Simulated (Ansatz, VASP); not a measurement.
## Ir: VASP beside Ansatz

```
Ir
1.0
     0.00000    1.94600    1.86816
     1.94600    0.00000    1.86816
     1.94600    1.94600    0.00000
Ir
1
Cartesian
  0.0000 0.0000 0.0000
```

Alike in both runs: task single point; functional r2SCAN; k mesh 24 × 24 × 24; occupations gaussian, width 0.15 eV; no spin polarisation.

```csv
,VASP,Ansatz
version,VASP 6.6.1,Ansatz 0.2.0
potentials or method,"VASP PAW PBE potentials, release 64 (Ir_sv_GW), cutoff 550 eV","scalar-relativistic, plane waves, PAW"
valence electrons in the cell,17,17
```

Ansatz gave:

| Quantity | Value |
| --- | --- |
| gap on the k mesh at the Fermi level (eV) | none |
| pressure (GPa) | 1.9 |
| traceless stress, the component that is largest in VASP (GPa) | 10.34 |

Problem. Estimate VASP's values.

Solution. gap on the k mesh at the Fermi level (eV): none; pressure (GPa): -0.4; traceless stress, the component that is largest in VASP (GPa): 10.34.

VASP's potentials were made for PBE, not for r2SCAN. A gap of «none» marks a metal or a gap that the smearing closes.

Spin-orbit coupling is off throughout.
